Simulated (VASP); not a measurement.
Runs of VASP 6.6.1 on C. The structure is that of space group Cm (No. 8), or close to it. The cells are those of the table. 

| cell | gap on the mesh (eV) | pressure (GPa) | largest force (eV/Å) |
| --- | --- | --- | --- |
| a = 2.511, b = 2.511, c = 10.562 Å, angles 79.7, 79.7, 60.0°, 10 atoms | 2.12 | 2.1 | 5.12 |
| a = 2.511, b = 2.511, c = 10.342 Å, angles 88.3, 88.3, 60.0°, 10 atoms | none | 6.1 | (b) |
| a = 2.511, b = 2.511, c = 10.342 Å, angles 91.7, 91.7, 60.0°, 10 atoms | none | 5.1 | 5.95 |
| a = 2.511, b = 2.511, c = 10.393 Å, angles 95.2, 95.2, 60.0°, 10 atoms | (a) | 1.1 | 2.69 |

Alike in all rows: task single point; level r2SCAN; potentials or basis VASP PAW PBE potentials, release 64 (C); no spin polarisation; k mesh 10 × 10 × 3; cutoff (eV) 520; smearing gaussian 0.05 eV.

Problem. Fill in the values left out.

Solution. (a) 4.25; (b) 4.37.

Caveats: the PAW data sets were made with another functional, which shifts forces and pressure a little.

A k mesh can miss the band edges.

A gap of «none» marks levels without a gap at the run's occupations.
